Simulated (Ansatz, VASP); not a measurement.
# One calculation of ZrH, two programs

```
Zr H
1.0
     3.28722    0.00000    0.00000
     0.00000    3.28722    0.00000
     0.00000    0.00000    4.81516
Zr H
2 2
Cartesian
  0.0000 1.6436 0.0000
  1.6436 0.0000 2.4076
  0.0000 0.0000 3.6114
  0.0000 0.0000 1.2038
```

Alike in both runs: task single point; functional LDA; k mesh 16 × 16 × 12; occupations gaussian, width 0.15 eV; no spin polarisation.

```csv
,VASP,Ansatz
version,VASP 6.6.1,Ansatz 0.2.0
potentials or method,"VASP PAW LDA potentials, release 64 (Zr_sv, H), cutoff 520 eV","scalar-relativistic, plane waves, PAW"
valence electrons in the cell,26,26
```

VASP gave:

```
gap on the k mesh at the Fermi level (eV)                     : none
pressure (GPa)                                                : -4.6
traceless stress, the component that is largest in VASP (GPa) : 2.55
```

Q: Which values does Ansatz return?

A: gap on the k mesh at the Fermi level (eV): none; pressure (GPa): -4.8; traceless stress, the component that is largest in VASP (GPa): 2.54.

LDA's correlation is that of Perdew and Zunger in VASP and of Perdew and Wang (1992) in Ansatz. A gap of «none» marks a metal or a gap that the smearing closes.
